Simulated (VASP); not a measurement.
# H8SO6 in VASP: notebook

The runs below take H8SO6 through single point, with PBE+D3(BJ).

Program: VASP 6.6.1. These are calculated values, not measurements. Logs are shortened: lines on timing, memory, paths and dates and some standing lists are left out, and cuts for length are marked.

### 1 The cell of the first run

The cell holds an amorphous packing of atoms, 15 atoms: a = 5.789 Å, b = 5.789 Å, c = 5.789 Å, α = 90.00°, β = 90.00°, γ = 90.00°.

### 2 Single point, PBE+D3(BJ)

INCAR reads:

```
  ALGO = Normal
  EDIFF = 1E-6
  ENCUT = 910
  GGA = PE
  GGA_COMPAT = False
  ISIF = 2
  ISMEAR = -1
  IVDW = 12
  LASPH = True
  LCHARG = False
  LREAL = Auto
  LWAVE = False
  NBANDS = 38
  NELM = 120
  PREC = Accurate
  SIGMA = 0.02
```

KPOINTS reads:

```
k-points
0
Gamma
  1 1 1
```

POSCAR reads:

```
H8SO6
1.0
    5.7889600000      0.0000000000      0.0000000000
    0.0000000000      5.7889600000      0.0000000000
    0.0000000000      0.0000000000      5.7889600000
O H S
6 8 1
Direct
    0.5341201183      0.2236325696      0.6078812084
    0.9063113236      0.2650044222      0.1960801249
    0.5884822144      0.5233928029      0.9302361737
    0.4015401730      0.6144972499      0.3861315331
   -0.0708590144      0.8741812001      0.5057039606
    0.1235627816      0.6769264255      0.8267633565
    0.5390605566      0.3398883392      0.7416530776
    0.6910567701      0.2217669495      0.5536745806
    0.9777749371      0.1652455709      0.3128713966
    0.7934413090      0.1638118073      0.1348083248
    0.4767177524      0.5929735220      1.0422597496
    0.7320485890      0.5435691385      1.0051028164
    0.5058594290      0.7286455598      0.4453131478
    0.4677351372      0.4618446146      0.4445703546
    0.0147349438      0.6543144192      0.5969984246
```

Potentials or basis: VASP PAW PBE potentials, release 64 (O_h, H_h, S).

Command:

```sh
$ cat potpaw_PBE.64/O_h/POTCAR potpaw_PBE.64/H_h/POTCAR potpaw_PBE.64/S/POTCAR > POTCAR
$ mpirun -np 1 vasp_gam > vasp.out
```

OUTCAR:

```text
EDIFF = 1E-6
   ENCUT = 910
   GGA = PE
   ISIF = 2
   ISMEAR = -1
   IVDW = 12
   LASPH = True
   LREAL = Auto
   NELM = 120
   PREC = Accurate
 IVDW          = 12

 ion  position               nearest neighbor table
   1  0.534  0.224  0.608-   8 0.96   7 1.03
   2  0.906  0.265  0.196-  10 0.95   9 0.98
   3  0.588  0.523  0.930-  12 0.94  11 1.00
   4  0.402  0.614  0.386-  13 0.96  14 1.02
   5  0.929  0.874  0.506-  15 1.46
   6  0.124  0.677  0.827-  15 1.48
   7  0.539  0.340  0.742-   1 1.03
   8  0.691  0.222  0.554-   1 0.96
   9  0.978  0.165  0.313-   2 0.98
  10  0.793  0.164  0.135-   2 0.95
  11  0.477  0.593  0.042-   3 1.00
  12  0.732  0.544  0.005-   3 0.94
  13  0.506  0.729  0.445-   4 0.96
  14  0.468  0.462  0.445-   4 1.02
  15  0.015  0.654  0.597-   5 1.46   6 1.48

  LATTYP: Found a simple cubic cell.
 ALAT       =     5.7889600000

  Lattice vectors:

 A1 = (   5.7889600000,   0.0000000000,   0.0000000000)
 A2 = (   0.0000000000,   5.7889600000,   0.0000000000)
 A3 = (   0.0000000000,   0.0000000000,   5.7889600000)

Analysis of symmetry for initial positions (statically):
=====================================================================
 Subroutine PRICEL returns:
 Original cell was already a primitive cell.

 Routine SETGRP: Setting up the symmetry group for a
 simple cubic supercell.

 Subroutine GETGRP returns: Found  1 space group operations
 (whereof  1 operations were pure point group operations)
 out of a pool of 48 trial point group operations.

The static configuration has the point symmetry C_1 .

Analysis of symmetry for dynamics (positions and initial velocities):
=====================================================================
 Subroutine PRICEL returns:
 Original cell was already a primitive cell.

 Routine SETGRP: Setting up the symmetry group for a
 simple cubic supercell.

 Subroutine GETGRP returns: Found  1 space group operations
 (whereof  1 operations were pure point group operations)
 out of a pool of 48 trial point group operations.

The dynamic configuration has the point symmetry C_1 .

 Subroutine INISYM returns: Found  1 space group operations
 (whereof  1 operations are pure point group operations),
 and found     1 'primitive' translations

----------------------------------------------------------------------------------------

                                     Primitive cell

  volume of cell :     194.0000

  direct lattice vectors                    reciprocal lattice vectors
     5.788960000  0.000000000  0.000000000     0.172742600  0.000000000  0.000000000
     0.000000000  5.788960000  0.000000000     0.000000000  0.172742600  0.000000000
     0.000000000  0.000000000  5.788960000     0.000000000  0.000000000  0.172742600

  length of vectors
     5.788960000  5.788960000  5.788960000     0.172742600  0.172742600  0.172742600

  position of ions in fractional coordinates (direct lattice)
     0.534120118  0.223632570  0.607881208
     0.906311324  0.265004422  0.196080125
     0.588482214  0.523392803  0.930236174
     0.401540173  0.614497250  0.386131533
     0.929140986  0.874181200  0.505703961
     0.123562782  0.676926425  0.826763357
     0.539060557  0.339888339  0.741653078
     0.691056770  0.221766950  0.553674581
     0.977774937  0.165245571  0.312871397
     0.793441309  0.163811807  0.134808325
     0.476717752  0.592973522  0.042259750
     0.732048589  0.543569138  0.005102816
     0.505859429  0.728645560  0.445313148
     0.467735137  0.461844615  0.444570355
     0.014734944  0.654314419  0.596998425

  ion indices of the primitive-cell ions
   primitive index   ion index
                 1           1
                 2           2
                 3           3
                 4           4
                 5           5
                 6           6
                 7           7
                 8           8
                 9           9
                10          10
                11          11
                12          12
                13          13
                14          14
                15          15

----------------------------------------------------------------------------------------

 KPOINTS: k-points

Automatic generation of k-mesh.
 Grid dimensions read from file:
 generate k-points for:    1    1    1

 Generating k-lattice:

  Cartesian coordinates                     Fractional coordinates (reciprocal lattice)
     0.172742600  0.000000000  0.000000000     1.000000000  0.000000000  0.000000000
     0.000000000  0.172742600  0.000000000     0.000000000  1.000000000  0.000000000
     0.000000000  0.000000000  0.172742600     0.000000000  0.000000000  1.000000000

  Length of vectors
     0.172742600  0.172742600  0.172742600

  Shift w.r.t. Gamma in fractional coordinates (k-lattice)
     0.000000000  0.000000000  0.000000000

 Subroutine IBZKPT returns following result:
 ===========================================

 Found      1 irreducible k-points:

 Following reciprocal coordinates:
            Coordinates               Weight
  0.000000  0.000000  0.000000      1.000000
   k-points           NKPTS =      1   k-points in BZ     NKDIM =      1   number of bands    NBANDS=     38
   number of dos      NEDOS =    301   number of ions     NIONS =     15
   total plane-waves  NPLWV = 216000
   dimension x,y,z NGX =    60 NGY =   60 NGZ =   60
   dimension x,y,z NGXF=   120 NGYF=  120 NGZF=  120
   ions per type =               6   8   1
   NGX,Y,Z   is equivalent  to a cutoff of  17.23, 17.23, 17.23 a.u.
   NGXF,Y,Z  is equivalent  to a cutoff of  34.46, 34.46, 34.46 a.u.
 SYSTEM =  unknown system
   PREC   = accura    normal or accurate (medium, high low for compatibility)
   ISTART =      0    job   : 0-new  1-cont  2-samecut
   ICHARG =      2    charge: 1-file 2-atom 10-const
   ISPIN  =      1    spin polarized calculation?
   LNONCOLLINEAR =      F non collinear calculations
   LSORBIT =      F    spin-orbit coupling
   LASPH  =      T    aspherical Exc in radial PAW
   ENCUT  =  910.0 eV  66.88 Ry    8.18 a.u.  14.24 14.24 14.24*2*pi/ulx,y,z
   NELM   =    120;   NELMIN=  2; NELMDL= -5     # of ELM steps
   EDIFF  = 0.1E-05   stopping-criterion for ELM
   LREAL  =      T    real-space projection
   EDIFFG = 0.1E-04   stopping-criterion for IOM
   NSW    =      0    number of steps for IOM
   IBRION =     -1    ionic relax: 0-MD 1-quasi-New 2-CG
   NFREE  =      0    steps in history (QN), initial steepest desc. (CG)
   ISIF   =      2    stress and relaxation
   ISYM   =      2    0-nonsym 1-usesym 2-fastsym
   POTIM  = 0.5000    time-step for ionic-motion
   TEBEG  =    0.0;   TEEND  =   0.0 temperature during run
   PSTRESS=    0.0 pullay stress
   NELECT =      50.0000    total number of electrons
   NUPDOWN=      -1.0000    fix difference up-down
   EMIN   =  10.00;   EMAX   =-10.00  energy-range for DOS
   EFERMI =   0.00;   METHOD = LEGACY
   ISMEAR =    -1;   SIGMA  =   0.02  broadening in eV -4-tet -1-fermi 0-gaus
   EFERMI_NEDOS =   21; number of points for ismear=-14 and -15
   IALGO  =     38    algorithm
   IMIX   =      4    mixing-type and parameters
     AMIX     =   0.40;   BMIX     =  1.00
     AMIX_MAG =   1.60;   BMIX_MAG =  1.00
  volume/ion in A,a.u.               =      12.93        87.28
  Fermi-wavevector in a.u.,A,eV,Ry     =   1.041832  1.968777 14.767948  1.085414
  Thomas-Fermi vector in A             =   2.176470
   LORBIT       =      0    0 simple, 1 ext, 2 COOP (PROOUT), +10 PAW based schemes
   GGA     = PE    functional components
   LHFCALC =     F    Hartree Fock is set to
   AEXX    =    0.0000 exact exchange contribution
   IVDW    =    12    specifies the selected vdW correction
   LEPSILON=     F    determine dielectric tensor
   LRPA    =     F    only Hartree local field effects (RPA)
 non-spin polarized calculation
  energy-cutoff  :      910.00
  volume of cell :      194.00
 maximum number of plane-waves:      6027
 NGX is ok and might be reduce to    60
   NGX = 29   NGY = 29   NGZ = 29

 number of electron      50.0000000 magnetization

 Free energy of the ion-electron system (eV)
  ---------------------------------------------------
  ext. energy  EPLUGINS =         0.00000000
  ---------------------------------------------------
  free energy    TOTEN  =       -75.55158559 eV

  energy without entropy =      -75.55158559  energy(sigma->0) =      -75.55158559

 E-fermi :  -2.6138     XC(G=0):  -6.7077

 val. band max:       -3.1914157023   @ k =   0.0000   0.0000   0.0000
 cond. band min:      -0.1143809617   @ k =   0.0000   0.0000   0.0000
 fundamental gap:      3.0770347406
 Fermi energy:        -2.6137636099

 k-point     1 :       0.0000    0.0000    0.0000
  band No.  band energies     occupation
      1     -24.2850      2.00000
      2     -22.0836      2.00000
      3     -21.7678      2.00000
      4     -21.6811      2.00000
      5     -21.5129      2.00000
      6     -20.9532      2.00000
[... 29 lines left out ...]
     36       8.1195      0.00000
     37       8.3879      0.00000
 [bands above 37 left out]

------------------------ aborting loop because EDIFF is reached ----------------------------------------

 Edisp (eV)   -0.63377

 E8    (eV) :    -0.1509

  FORCE on cell =-STRESS in cart. coord.  units (eV):
  Direction    XX          YY          ZZ          XY          YZ          ZX
  --------------------------------------------------------------------------------------
  -------------------------------------------------------------------------------------
  Total       0.82548    -1.62966    -2.08741     0.96032     0.02394     0.66354
  in kB       6.81734   -13.45881   -17.23918     7.93091     0.19770     5.47998
  external pressure =       -7.96 kB  Pullay stress =        0.00 kB

 VOLUME and BASIS-vectors are now :
 -----------------------------------------------------------------------------
  energy-cutoff  :      910.00
  volume of cell :      194.00
      direct lattice vectors                 reciprocal lattice vectors
     5.788960000  0.000000000  0.000000000     0.172742600  0.000000000  0.000000000
     0.000000000  5.788960000  0.000000000     0.000000000  0.172742600  0.000000000
     0.000000000  0.000000000  5.788960000     0.000000000  0.000000000  0.172742600

 POSITION                                       TOTAL-FORCE (eV/Angst)
 -----------------------------------------------------------------------------------
      3.09200      1.29460      3.51900        -0.552532      0.825332      0.354036
      5.24660      1.53410      1.13510         0.959484      0.398808      0.942158
      3.40670      3.02990      5.38510        -1.597060      0.821092      0.299021
      2.32450      3.55730      2.23530        -0.288896     -0.975770     -0.585205
      5.37876      5.06060      2.92750         0.005348     -0.492272     -0.205180
      0.71530      3.91870      4.78610        -0.788929     -0.489517     -1.462078
      3.12060      1.96760      4.29340         0.063250     -0.864750     -0.414621
      4.00050      1.28380      3.20520         0.555425     -0.258082     -0.161537
      5.66030      0.95660      1.81120         0.164677      0.248932     -0.276157
      4.59320      0.94830      0.78040        -1.014440     -0.680525     -0.737272
      2.75970      3.43270      0.24464         0.315707     -0.530305     -0.584993
      4.23780      3.14670      0.02954         1.430934     -0.163367      0.664648
      2.92840      4.21810      2.57790         0.331447      0.741366      0.454953
      2.70770      2.67360      2.57360        -0.539853      0.242625     -0.009460
      0.08530      3.78780      3.45600         0.955437      1.176433      1.721688
 -----------------------------------------------------------------------------------
    total drift:                                0.001401     -0.002848     -0.001100

  FREE ENERGIE OF THE ION-ELECTRON SYSTEM (eV)
  ---------------------------------------------------
  free  energy   TOTEN  =       -76.1853560548 eV

  energy  without entropy=      -76.1853560548  energy(sigma->0) =      -76.18535605
```

Wall time 25 s (1 thread of Intel Xeon Platinum 8559C (Emerald Rapids), shared host); peak memory 0.44 GiB.

What came out:

| Quantity | Value |
| --- | --- |
| Free energy | -76.1854 eV |
| Pressure | -0.8 GPa |
| Largest force | 2.294 eV/Å |
| Band gap on the k mesh | 3.08 eV |
| Dispersion energy per atom | -0.042 eV |

Forces on the atoms (eV/Å):
```
O   -0.553  0.825  0.354
O    0.959  0.399  0.942
O   -1.597  0.821  0.299
O   -0.289 -0.976 -0.585
O    0.005 -0.492 -0.205
O   -0.789 -0.490 -1.462
H    0.063 -0.865 -0.415
H    0.555 -0.258 -0.162
H    0.165  0.249 -0.276
H   -1.014 -0.681 -0.737
H    0.316 -0.530 -0.585
H    1.431 -0.163  0.665
H    0.331  0.741  0.455
H   -0.540  0.243 -0.009
S    0.955  1.176  1.722
```

Stress tensor (GPa, compression positive):
```
 0.68  0.79  0.55
 0.79 -1.35  0.02
 0.55  0.02 -1.72
```

Caveat: the k points lie up to 1.09 Å⁻¹ apart; the cutoff is under 1.25 times the usual one of these potentials, so pressure, stress and relaxed cells hold a basis-set (Pulay) error.

### 3 Single point, PBE+D3(BJ)

INCAR is that of step 2.

KPOINTS is that of step 2.

POSCAR reads:

```
H8SO6
1.0
    5.7889600000      0.0000000000      0.0000000000
    0.0000000000      5.7889600000      0.0000000000
    0.0000000000      0.0000000000      5.7889600000
O H S
6 8 1
Direct
    0.5279013847      0.2908294409      0.5276077223
    0.9057239988      0.2675610127      0.2226133882
    0.6184185070      0.5317017219      0.9319808739
    0.3522567093      0.6754753876      0.3448115033
   -0.1241328321      0.8541948813      0.5291451314
    0.1374512866      0.7152234598      0.8298209005
    0.5853728476      0.3852678201      0.6612586717
    0.6547808242      0.2623614604      0.4135112352
    1.0174020895      0.3976880130      0.2008132722
    0.9750974268      0.1451901551      0.3160153119
    0.4666814074      0.5664748072      0.9982794837
    0.6957899174      0.4021793206      1.0219797684
    0.4428083801      0.7953587518      0.4182789309
    0.4032848733      0.5359684641      0.4365032752
    0.0064605732      0.6581320306      0.6204568696
```

Potentials or basis: VASP PAW PBE potentials, release 64 (O_h, H_h, S).

Command:

```sh
$ cat potpaw_PBE.64/O_h/POTCAR potpaw_PBE.64/H_h/POTCAR potpaw_PBE.64/S/POTCAR > POTCAR
$ mpirun -np 1 vasp_gam > vasp.out
```

It took 20 s on 1 thread of Intel Xeon 6975P-C (Granite Rapids), shared host; peak memory 0.44 GiB.

Results (log left out):

* Free energy: -76.3430 eV
* Pressure: -2.4 GPa
* Largest force: 1.873 eV/Å
* Band gap on the k mesh: 3.31 eV
* Dispersion energy per atom: -0.043 eV

Forces in eV/Å, atoms in the order of the input:
```
O    0.121  0.169 -0.206
O    0.525  0.900 -0.351
O    0.843 -1.185  0.120
O   -0.505 -0.501  0.352
O    0.145 -0.478 -0.211
O   -0.323 -0.633 -0.749
H    0.050 -0.626 -0.204
H   -0.420  0.534  0.908
H   -0.571 -1.153  0.391
H    0.217  0.125 -0.213
H    0.347 -0.076  0.223
H   -1.002  1.180 -0.504
H    0.162  0.567 -0.038
H    0.202 -0.324 -0.622
S    0.208  1.500  1.103
```

Stress tensor (GPa, compression positive):
```
-1.54 -0.12  0.13
-0.12 -3.31  0.08
 0.13  0.08 -2.32
```

Levels at points of the mesh, in eV from the valence-band top:
```tsv
k point	band 23	band 24	band 25	band 26	band 27	band 28
(0.00, 0.00, 0.00)	-0.37	-0.10	0.00	3.31	5.50	7.53
```

Caveat: the k points lie up to 1.09 Å⁻¹ apart; the cutoff is under 1.25 times the usual one of these potentials, so pressure, stress and relaxed cells hold a basis-set (Pulay) error.
